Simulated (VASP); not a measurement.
# KI in VASP: a series of runs, part 2 of 2

VASP 6.6.1.

## 3. Single point, HSE06 (strain along [111] +3.0%)

POSCAR reads:

```
KI
1.0
    0.0708857049      3.6151709484      3.6151709484
    3.6151709484      0.0708857049      3.6151709484
    3.6151709484      3.6151709484      0.0708857049
K I
1 1
Direct
    0.0000000000      0.0000000000      0.0000000000
    0.5000000000      0.5000000000      0.5000000000
```

INCAR.step1 reads:

```
SYSTEM = KI
ALGO = Normal
EDIFF = 1E-5
ENCUT = 520
GGA = PE
ISIF = 2
ISMEAR = 0
LASPH = .True.
LCHARG = .False.
LREAL = .False.
LWAVE = .True.
NBANDS = 15
NELM = 80
PREC = Accurate
SIGMA = 0.01
```

INCAR.step2 reads:

```
SYSTEM = KI
ALGO = Normal
EDIFF = 1E-7
ENCUT = 520
GGA = PE
HFSCREEN = 0.2079
ISIF = 2
ISMEAR = 0
ISTART = 1
LASPH = .True.
LCHARG = .False.
LHFCALC = .True.
LREAL = .False.
LWAVE = .False.
NBANDS = 15
NELM = 80
PREC = Accurate
PRECFOCK = Normal
SIGMA = 0.01
```

KPOINTS reads:

```
k-points
0
Gamma
  4 4 4
  0 0 0
```

Potentials or basis: VASP PAW PBE potentials, release 64 (K_sv, I).

Launch:

```console
$ cat potpaw_PBE.64/K_sv/POTCAR potpaw_PBE.64/I/POTCAR > POTCAR
$ cp INCAR.step1 INCAR
$ mpirun -np 1 vasp_std > vasp.out
$ cp INCAR.step2 INCAR
$ mpirun -np 1 vasp_std > vasp.out
```

OUTCAR:

```text
SYSTEM = KI
   EDIFF = 1E-7
   ENCUT = 520
   GGA = PE
   HFSCREEN = 0.2079
   ISIF = 2
   ISMEAR = 0
   ISTART = 1
   LASPH = .True.
   LHFCALC = .True.
   LREAL = .False.
   NELM = 80
   PREC = Accurate
   PRECFOCK = Normal

 ion  position               nearest neighbor table
   1  0.000  0.000  0.000-   2 3.58   2 3.58   2 3.58   2 3.58   2 3.58   2 3.58
   2  0.500  0.500  0.500-   1 3.58   1 3.58   1 3.58   1 3.58   1 3.58   1 3.58

  LATTYP: Found a trigonal (rhomboedric) cell.
 ALAT       =     5.1131151713
 COS(alpha) =     0.5195079762

  Lattice vectors:

 A1 = (   0.0708857049,   3.6151709484,   3.6151709484)
 A2 = (   3.6151709484,   0.0708857049,   3.6151709484)
 A3 = (   3.6151709484,   3.6151709484,   0.0708857049)

Analysis of symmetry for initial positions (statically):
=====================================================================
 Subroutine PRICEL returns:
 Original cell was already a primitive cell.

 Routine SETGRP: Setting up the symmetry group for a
 trigonal (rhombohedral) supercell.

 Subroutine GETGRP returns: Found 12 space group operations
 (whereof 12 operations were pure point group operations)
[... 175 lines left out ...]
      6      -1.3906      2.00000
      7      -1.3117      2.00000
      8      -1.3117      2.00000
      9       3.5149      0.00000
     10       6.1661      0.00000
     11       6.3878      0.00000
     12       6.3878      0.00000
     13       7.1255      0.00000
     14       7.1255      0.00000
[... 203 lines left out ...]
      2     -14.4974      2.00000
      3     -14.3731      2.00000
      4     -14.3731      2.00000
      5     -12.4113      2.00000
      6      -2.6445      2.00000
      7      -1.6023      2.00000
      8      -1.6023      2.00000
      9       5.1353      0.00000
     10       7.3309      0.00000
     11       7.9081      0.00000
     12       7.9081      0.00000
     13       8.6488      0.00000
     14       8.6488      0.00000
     15       9.0511      0.00000

------------------------ aborting loop because EDIFF is reached ----------------------------------------

  FORCE on cell =-STRESS in cart. coord.  units (eV):
  Direction    XX          YY          ZZ          XY          YZ          ZX
  --------------------------------------------------------------------------------------
  -------------------------------------------------------------------------------------
  Total       -0.0376163     -0.0376163     -0.0376163     -0.0469761     -0.0469761     -0.0469761
  in kB       -0.6571030     -0.6571030     -0.6571030     -0.8206052     -0.8206052     -0.8206052
  external PRESSURE =      -0.6571030 kB  Pullay stress =       0.0000000 kB

 VOLUME and BASIS-vectors are now :
 -----------------------------------------------------------------------------
  energy-cutoff  :      520.00
  volume of cell :       91.72
      direct lattice vectors                 reciprocal lattice vectors
     0.070885705  3.615170948  3.615170948    -0.142441800  0.139702534  0.139702534
     3.615170948  0.070885705  3.615170948     0.139702534 -0.142441800  0.139702534
     3.615170948  3.615170948  0.070885705     0.139702534  0.139702534 -0.142441800

 POSITION                                       TOTAL-FORCE (eV/Angst)
 -----------------------------------------------------------------------------------
      0.00000      0.00000      0.00000        -0.000000      0.000000     -0.000000
      3.65061      3.65061      3.65061         0.000000     -0.000000      0.000000
 -----------------------------------------------------------------------------------
    total drift:                               -0.000000     -0.000000     -0.000000

  FREE ENERGIE OF THE ION-ELECTRON SYSTEM (eV)
  ---------------------------------------------------
  free  energy   TOTEN  =        -6.4030207504 eV

  energy  without entropy=       -6.4030207504  energy(sigma->0) =       -6.40302075
```

OUTCAR.step1:

```text
SYSTEM = KI
   EDIFF = 1E-5
   ENCUT = 520
   GGA = PE
   ISIF = 2
   ISMEAR = 0
[... 444 lines left out ...]
      0.00000      0.00000      0.00000        -0.000000      0.000000     -0.000000
      3.65061      3.65061      3.65061         0.000000     -0.000000      0.000000
 -----------------------------------------------------------------------------------
    total drift:                                0.000000     -0.000000     -0.000000

  FREE ENERGIE OF THE ION-ELECTRON SYSTEM (eV)
  ---------------------------------------------------
  free  energy   TOTEN  =        -5.5626117652 eV

  energy  without entropy=       -5.5626117652  energy(sigma->0) =       -5.56261177
```

It took 27 min on 1 thread of Intel Xeon Platinum 8259CL at 2.50GHz (Skylake/Cascade Lake), shared host; peak memory 0.36 GiB.

What came out:

```yaml
Free_energy: -6.4030 eV
Pressure: -0.1 GPa
Band_gap_on_the_k_mesh: 4.83 eV
```

Stress tensor (GPa, compression positive):
```
-0.07 -0.08 -0.08
-0.08 -0.07 -0.08
-0.08 -0.08 -0.07
```

Levels at points of the mesh, in eV from the valence-band top:
| k point | band 4 | band 5 | band 6 | band 7 | band 8 | band 9 | band 10 | band 11 | band 12 | band 13 |
| --- | --- | --- | --- | --- | --- | --- | --- | --- | --- | --- |
| (0.00, 0.00, 0.00) | -13.06 | -11.36 | -0.08 | 0.00 | 0.00 | 4.83 | 7.48 | 7.70 | 7.70 | 8.44 |
| (0.50, 0.00, 0.00) | -13.06 | -11.09 | -1.32 | -0.39 | -0.33 | 6.41 | 8.76 | 9.01 | 9.19 | 9.95 |
| (0.50, 0.50, 0.00) | -13.07 | -11.21 | -1.03 | -0.43 | -0.36 | 5.97 | 6.71 | 9.39 | 9.67 | 9.99 |
| (0.50, 0.50, 0.50) | -13.06 | -11.10 | -1.33 | -0.29 | -0.29 | 6.45 | 8.64 | 9.22 | 9.22 | 9.96 |

Caveat: the cell differs from its parent crystal (strain along [111] +3.0%); the PAW data sets were made with another functional, which shifts forces and pressure a little; spin-orbit coupling is left out, which moves the levels of the heavy elements.
